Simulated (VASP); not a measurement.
Zn: single point with PBE

Crystal: Zn.

```
Zn
1.0
     0.00000    1.96121    1.96121
     1.96121    0.00000    1.96121
     1.96121    1.96121    0.00000
Zn
1
Direct
  0.00000 0.00000 0.00000
```

This isn't the form of Zn at room conditions, which is hcp.

```
Program             : VASP 6.6.1
Task                : single point
Functional          : PBE
Potentials or basis : VASP PAW PBE potentials, release 64 (Zn)
Cutoff              : 500 eV
k mesh              : 10 × 10 × 10
Occupations         : fermi-dirac, width 0.05 eV
Spin                : no spin polarisation
```

- Pressure: 0.4 GPa
- Band gap on the k mesh: zero (bands 6 and 7 overlap by 2.55 eV)

Levels at points of the mesh, in eV from the Fermi level:
| k point | band 3 | band 4 | band 5 | band 6 | band 7 | band 8 | band 9 | band 10 |
| --- | --- | --- | --- | --- | --- | --- | --- | --- |
| (0.00, 0.00, 0.00) | -7.81 | -7.81 | -7.42 | -7.42 | 18.18 | 18.18 | 18.18 | 18.76 |
| (0.50, 0.00, 0.00) | -7.81 | -7.14 | -7.14 | -3.09 | -1.54 | 15.15 | 15.15 | 17.30 |
| (0.50, 0.50, 0.00) | -7.15 | -7.06 | -7.06 | -1.18 | 1.58 | 8.29 | 8.29 | 11.95 |

Run time: 4.4 s on 1 thread of Intel(R) Xeon(R) 6975P-C (Granite Rapids), with other jobs on the host, peak memory 0.12 GiB.
